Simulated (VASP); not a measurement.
# AlN (P6_3mc) in VASP: further runs, part 2 of 2

VASP 6.6.1. Earlier steps stand in the parts before.

## 4. Single point, PBE (strain +0.050 along x and y, +0.025 along z)

File INCAR:

```
  PREC = Accurate
  ENCUT = 520
  EDIFF = 1E-6
  ISMEAR = 0
  SIGMA = 0.05
  LREAL = False
  LASPH = True
  NELM = 100
  ALGO = Normal
  ISIF = 2
  LWAVE = False
  LCHARG = True
  GGA = PE
  LELF = True
  LVHAR = True
  NBANDS = 16
```

File KPOINTS:

```
Automatic mesh
0
Gamma
  9 9 6
```

File POSCAR:

```
AlN
1.0
    3.2665522592      0.0000000000      0.0000000000
   -1.6332761296      2.8289172392      0.0000000000
    0.0000000000      0.0000000000      5.1024500000
Al N
2 2
Direct
    0.3333333333      0.6666666667      0.0000000000
    0.6666666667      0.3333333333      0.5000000000
    0.3333333333      0.6666666667      0.3850000000
    0.6666666667      0.3333333333      0.8850000000
```

Potentials or basis: VASP PAW PBE potentials, release 64 (Al, N).

Run with:

```console
$ cat potpaw_PBE.64/Al/POTCAR potpaw_PBE.64/N/POTCAR > POTCAR
$ mpirun -np 1 vasp_std > vasp.out
```

OUTCAR:

```text
PREC = Accurate
   ENCUT = 520
   EDIFF = 1E-6
   ISMEAR = 0
   LREAL = False
   LASPH = True
   NELM = 100
   ISIF = 2
   GGA = PE

 ion  position               nearest neighbor table
   1  0.333  0.667  0.000-   3 1.96   4 1.98   4 1.98   4 1.98   2 3.17   2 3.17   2 3.17   2 3.17
                             2 3.17   2 3.17
   2  0.667  0.333  0.500-   4 1.96   3 1.98   3 1.98   3 1.98   1 3.17   1 3.17   1 3.17   1 3.17
                             1 3.17   1 3.17
   3  0.333  0.667  0.385-   1 1.96   2 1.98   2 1.98   2 1.98
   4  0.667  0.333  0.885-   2 1.96   1 1.98   1 1.98   1 1.98

  LATTYP: Found a hexagonal cell.
 ALAT       =     3.2665522592
 C/A-ratio  =     1.5620291963

  Lattice vectors:

 A1 = (   3.2665522592,   0.0000000000,   0.0000000000)
 A2 = (  -1.6332761296,   2.8289172392,   0.0000000000)
 A3 = (   0.0000000000,   0.0000000000,   5.1024500000)

Analysis of symmetry for initial positions (statically):
=====================================================================
 Subroutine PRICEL returns:
 Original cell was already a primitive cell.

 Routine SETGRP: Setting up the symmetry group for a
 hexagonal supercell.

 Subroutine GETGRP returns: Found 12 space group operations
 (whereof  6 operations were pure point group operations)
 out of a pool of 24 trial point group operations.

The static configuration has the point symmetry C_3v.
 The point group associated with its full space group is C_6v.

Analysis of symmetry for dynamics (positions and initial velocities):
=====================================================================
 Subroutine PRICEL returns:
 Original cell was already a primitive cell.

 Routine SETGRP: Setting up the symmetry group for a
 hexagonal supercell.

 Subroutine GETGRP returns: Found 12 space group operations
 (whereof  6 operations were pure point group operations)
 out of a pool of 24 trial point group operations.

The dynamic configuration has the point symmetry C_3v.
 The point group associated with its full space group is C_6v.

 Subroutine INISYM returns: Found 12 space group operations
 (whereof  6 operations are pure point group operations),
 and found     1 'primitive' translations

----------------------------------------------------------------------------------------

                                     Primitive cell

  volume of cell :      47.1508

  direct lattice vectors                    reciprocal lattice vectors
     3.266552259  0.000000000  0.000000000     0.306133171  0.176746068  0.000000000
    -1.633276130  2.828917239  0.000000000     0.000000000  0.353492137  0.000000000
     0.000000000  0.000000000  5.102450000     0.000000000  0.000000000  0.195984282

  length of vectors
     3.266552259  3.266552259  5.102450000     0.353492137  0.353492137  0.195984282

  position of ions in fractional coordinates (direct lattice)
     0.333333333  0.666666667  0.000000000
     0.666666667  0.333333333  0.500000000
     0.333333333  0.666666667  0.385000000
     0.666666667  0.333333333  0.885000000

  ion indices of the primitive-cell ions
   primitive index   ion index
                 1           1
                 2           2
                 3           3
                 4           4

----------------------------------------------------------------------------------------

 KPOINTS: Automatic mesh

Automatic generation of k-mesh.
 Grid dimensions read from file:
 generate k-points for:    9    9    6

 Generating k-lattice:

  Cartesian coordinates                     Fractional coordinates (reciprocal lattice)
     0.034014797  0.019638452  0.000000000     0.111111111  0.000000000  0.000000000
     0.000000000  0.039276904  0.000000000     0.000000000  0.111111111  0.000000000
     0.000000000  0.000000000  0.032664047     0.000000000  0.000000000  0.166666667

  Length of vectors
     0.039276904  0.039276904  0.032664047

  Shift w.r.t. Gamma in fractional coordinates (k-lattice)
     0.000000000  0.000000000  0.000000000

 Subroutine IBZKPT returns following result:
 ===========================================

 Found     48 irreducible k-points:

 Following reciprocal coordinates:
            Coordinates               Weight
  0.000000  0.000000  0.000000      1.000000
  0.111111 -0.000000  0.000000      6.000000
  0.222222 -0.000000  0.000000      6.000000
  0.333333 -0.000000  0.000000      6.000000
  0.444444 -0.000000  0.000000      6.000000
  0.111111  0.111111  0.000000      6.000000
[... 16 lines left out ...]
  0.333333  0.222222  0.166667     24.000000
  0.333333  0.333333  0.166667      4.000000
 [... further k-points ...]
   k-points           NKPTS =     48   k-points in BZ     NKDIM =     48   number of bands    NBANDS=     16
   number of dos      NEDOS =    301   number of ions     NIONS =      4
   total plane-waves  NPLWV =  23040
   dimension x,y,z NGX =    24 NGY =   24 NGZ =   40
   dimension x,y,z NGXF=    48 NGYF=   48 NGZF=   80
   ions per type =               2   2
   NGX,Y,Z   is equivalent  to a cutoff of  12.21, 12.21, 13.03 a.u.
   NGXF,Y,Z  is equivalent  to a cutoff of  24.43, 24.43, 26.07 a.u.
 SYSTEM =  unknown system
   PREC   = accura    normal or accurate (medium, high low for compatibility)
   ISTART =      0    job   : 0-new  1-cont  2-samecut
   ICHARG =      2    charge: 1-file 2-atom 10-const
   ISPIN  =      1    spin polarized calculation?
   LNONCOLLINEAR =      F non collinear calculations
   LSORBIT =      F    spin-orbit coupling
   LASPH  =      T    aspherical Exc in radial PAW
   ENCUT  =  520.0 eV  38.22 Ry    6.18 a.u.   6.07  6.07  9.49*2*pi/ulx,y,z
   NELM   =    100;   NELMIN=  2; NELMDL= -5     # of ELM steps
   EDIFF  = 0.1E-05   stopping-criterion for ELM
   LREAL  =      F    real-space projection
   EDIFFG = 0.1E-04   stopping-criterion for IOM
   NSW    =      0    number of steps for IOM
   IBRION =     -1    ionic relax: 0-MD 1-quasi-New 2-CG
   NFREE  =      0    steps in history (QN), initial steepest desc. (CG)
   ISIF   =      2    stress and relaxation
   ISYM   =      2    0-nonsym 1-usesym 2-fastsym
   POTIM  = 0.5000    time-step for ionic-motion
   TEBEG  =    0.0;   TEEND  =   0.0 temperature during run
   PSTRESS=    0.0 pullay stress
   NELECT =      16.0000    total number of electrons
   NUPDOWN=      -1.0000    fix difference up-down
   EMIN   =  10.00;   EMAX   =-10.00  energy-range for DOS
   EFERMI =   0.00;   METHOD = LEGACY
   ISMEAR =     0;   SIGMA  =   0.05  broadening in eV -4-tet -1-fermi 0-gaus
   EFERMI_NEDOS =   21; number of points for ismear=-14 and -15
   IALGO  =     38    algorithm
   IMIX   =      4    mixing-type and parameters
     AMIX     =   0.40;   BMIX     =  1.00
     AMIX_MAG =   1.60;   BMIX_MAG =  1.00
  volume/ion in A,a.u.               =      11.79        79.55
  Fermi-wavevector in a.u.,A,eV,Ry     =   1.141875  2.157831 17.740349  1.303879
  Thomas-Fermi vector in A             =   2.278574
   LORBIT       =      0    0 simple, 1 ext, 2 COOP (PROOUT), +10 PAW based schemes
   GGA     = PE    functional components
   LHFCALC =     F    Hartree Fock is set to
   AEXX    =    0.0000 exact exchange contribution
   IVDW    =     0    specifies the selected vdW correction
   LEPSILON=     F    determine dielectric tensor
   LRPA    =     F    only Hartree local field effects (RPA)
 non-spin polarized calculation
 Gauss-broadening in eV      SIGMA  =   0.05
  energy-cutoff  :      520.00
  volume of cell :       47.15
 maximum number of plane-waves:      1296
   NGX = 13   NGY = 13   NGZ = 19

 number of electron      16.0000001 magnetization

 Free energy of the ion-electron system (eV)
  ---------------------------------------------------
  ext. energy  EPLUGINS =         0.00000000
  ---------------------------------------------------
  free energy    TOTEN  =       -29.50216113 eV

  energy without entropy =      -29.50216113  energy(sigma->0) =      -29.50216113

 E-fermi :   5.4253     XC(G=0): -10.3931

 val. band max:        5.1571871085   @ k =   0.0000   0.0000   0.0000
 cond. band min:       8.2355944571   @ k =   0.0000   0.0000   0.0000
 fundamental gap:      3.0784073486
 Fermi energy:         5.4253388029

 k-point     1 :       0.0000    0.0000    0.0000
  band No.  band energies     occupation
      1      -9.4494      2.00000
      2      -7.5674      2.00000
      3      -0.3451      2.00000
      4       4.1342      2.00000
      5       4.1342      2.00000
      6       4.8198      2.00000
[... 433 lines left out ...]
      3       0.8158      2.00000
      4       1.0756      2.00000
      5       1.0756      2.00000
      6       2.7146      2.00000
[... 8 lines left out ...]
     15      17.2385      0.00000
     16      18.4206      0.00000

 [... further k-points ...]
[... 5 lines left out ...]
  --------------------------------------------------------------------------------------
  -------------------------------------------------------------------------------------
  Total       -5.5789800     -5.5789800     -3.4500035      0.0000000      0.0000000     -0.0000000
  in kB     -189.5731272   -189.5731272   -117.2307415      0.0000000      0.0000000     -0.0000000
  external PRESSURE =    -165.4589986 kB  Pullay stress =       0.0000000 kB

 VOLUME and BASIS-vectors are now :
 -----------------------------------------------------------------------------
  energy-cutoff  :      520.00
  volume of cell :       47.15
      direct lattice vectors                 reciprocal lattice vectors
     3.266552259  0.000000000  0.000000000     0.306133171  0.176746068  0.000000000
    -1.633276130  2.828917239  0.000000000     0.000000000  0.353492137  0.000000000
     0.000000000  0.000000000  5.102450000     0.000000000  0.000000000  0.195984282

 POSITION                                       TOTAL-FORCE (eV/Angst)
 -----------------------------------------------------------------------------------
     -0.00000      1.88594      0.00000         0.000000      0.000000      0.037057
      1.63328      0.94297      2.55123        -0.000000      0.000000      0.037057
     -0.00000      1.88594      1.96444         0.000000      0.000000     -0.037057
      1.63328      0.94297      4.51567        -0.000000      0.000000     -0.037057
 -----------------------------------------------------------------------------------
    total drift:                               -0.000000     -0.000000      0.001468

  FREE ENERGIE OF THE ION-ELECTRON SYSTEM (eV)
  ---------------------------------------------------
  free  energy   TOTEN  =       -29.5021611302 eV

  energy  without entropy=      -29.5021611302  energy(sigma->0) =      -29.50216113
```

OSZICAR:

```text
N       E                     dE             d eps       ncg     rms          rms(c)
DAV:   1     0.419261642825E+02    0.41926E+02   -0.71079E+03  1536   0.882E+02
DAV:   2    -0.299160493644E+02   -0.71842E+02   -0.65453E+02  2184   0.180E+02
DAV:   3    -0.338186076162E+02   -0.39026E+01   -0.38883E+01  1872   0.432E+01
DAV:   4    -0.338456381876E+02   -0.27031E-01   -0.27029E-01  1904   0.411E+00
DAV:   5    -0.338460135219E+02   -0.37533E-03   -0.37533E-03  1864   0.487E-01    0.115E+01
DAV:   6    -0.294860834566E+02    0.43599E+01   -0.10732E+01  1872   0.230E+01    0.394E+00
DAV:   7    -0.295151530490E+02   -0.29070E-01   -0.56967E-01  1592   0.541E+00    0.278E+00
DAV:   8    -0.295083677771E+02    0.67853E-02   -0.79167E-02  1672   0.259E+00    0.794E-01
DAV:   9    -0.295015370973E+02    0.68307E-02   -0.14404E-02  1856   0.906E-01    0.285E-01
DAV:  10    -0.295022870766E+02   -0.74998E-03   -0.31127E-03  1744   0.350E-01    0.171E-01
DAV:  11    -0.295021567144E+02    0.13036E-03   -0.24960E-04  1896   0.121E-01    0.417E-02
DAV:  12    -0.295021612498E+02   -0.45354E-05   -0.16968E-05  1672   0.325E-02    0.958E-03
DAV:  13    -0.295021611302E+02    0.11955E-06   -0.63517E-06  1808   0.189E-02
   1 F= -.29502161E+02 E0= -.29502161E+02  d E =-.187294E-16
```

It took 65 s on 1 thread of AMD EPYC 7R13 (Zen 3), shared host; peak memory 0.14 GiB.

What came out:

```yaml
Free_energy: -29.5022 eV
Pressure: -16.5 GPa
Largest_force: 0.037 eV/Å
Band_gap_on_the_k_mesh: 3.08 eV, direct
```

Forces on the atoms (eV/Å):
```
Al   0.000  0.000  0.037
Al   0.000  0.000  0.037
N    0.000  0.000 -0.037
N    0.000  0.000 -0.037
```

Stress tensor (GPa, compression positive):
```
-18.96   0.00   0.00
  0.00 -18.96   0.00
  0.00   0.00 -11.72
```

Caveat: the cell differs from its parent crystal (strain +0.050 along x and y, +0.025 along z).

## 5. Single point, PBE (strain +0.050 along x and y, +0.050 along z)

File INCAR:

```
PREC     = Accurate       # precision mode
ENCUT    = 520            # plane-wave cutoff, eV
EDIFF    = 1E-6           # SCF threshold, eV
ISMEAR   = 0              # smearing method
SIGMA    = 0.05           # smearing width, eV
LREAL    = False          # projectors in reciprocal space
LASPH    = True           # aspherical terms in the spheres
NELM     = 100            # most SCF steps
ALGO     = Normal         # electronic algorithm
ISIF     = 2              # what is computed and relaxed
LWAVE    = False          # write WAVECAR
LCHARG   = False          # write CHGCAR
GGA      = PE             # functional
NBANDS   = 16             # bands
```

KPOINTS is that of step 4.

POSCAR, as its differences from that of step 4:

```diff
@@ -4,3 +4,3 @@
    -1.6332761296      2.8289172392      0.0000000000
-    0.0000000000      0.0000000000      5.1024500000
+    0.0000000000      0.0000000000      5.2269000000
 Al N
```

Run with:

```console
$ cat potpaw_PBE.64/Al/POTCAR potpaw_PBE.64/N/POTCAR > POTCAR
$ mpirun -np 1 vasp_std > vasp.out
```

It took 52 s on 1 thread of AMD EPYC 7R13 (Zen 3), shared host; peak memory 0.14 GiB.

The run converged. Its results:

```yaml
Free_energy: -29.3931 eV
Pressure: -19.3 GPa
Largest_force: 0.172 eV/Å
Band_gap_on_the_k_mesh: 2.93 eV, direct
```

Forces on the atoms (eV/Å):
```
Al   0.000  0.000  0.172
Al   0.000  0.000  0.172
N    0.000  0.000 -0.172
N    0.000  0.000 -0.172
```

Stress tensor (GPa, compression positive):
```
-19.61   0.00   0.00
  0.00 -19.61   0.00
  0.00   0.00 -18.55
```

Levels at points of the mesh, in eV from the valence-band top:
| k point | band 5 | band 6 | band 7 | band 8 | band 9 | band 10 | band 11 | band 12 |
| --- | --- | --- | --- | --- | --- | --- | --- | --- |
| (0.00, 0.00, 0.00) | -0.87 | -0.26 | -0.26 | 0.00 | 2.93 | 5.38 | 9.46 | 10.04 |
| (0.00, 0.00, 0.50) | -0.58 | -0.58 | -0.58 | -0.58 | 5.21 | 5.21 | 9.12 | 9.12 |

Caveat: the cell differs from its parent crystal (strain +0.050 along x and y, +0.050 along z).

## 6. The runs side by side

```tsv
cell	gap on the mesh (eV)	pressure (GPa)	largest force (eV/Å)
a = 3.267, b = 3.267, c = 4.978 Å, angles 90.0, 90.0, 120.0°, 4 atoms	3.22	-13.2	0.21
a = 3.189, b = 3.189, c = 5.227 Å, angles 90.0, 90.0, 120.0°, 4 atoms	3.36	-12.8	0.29
a = 3.267, b = 3.267, c = 5.102 Å, angles 90.0, 90.0, 120.0°, 4 atoms	3.08	-16.5	0.04
a = 3.267, b = 3.267, c = 5.227 Å, angles 90.0, 90.0, 120.0°, 4 atoms	2.93	-19.3	0.17
```

Alike in all rows: task single point; level PBE; potentials or basis VASP PAW PBE potentials, release 64 (Al, N); no spin polarisation; k mesh 9 × 9 × 6; cutoff (eV) 520; smearing gaussian 0.05 eV.

Total energies depend on the potentials used, so only differences within one code and one set of settings carry meaning.
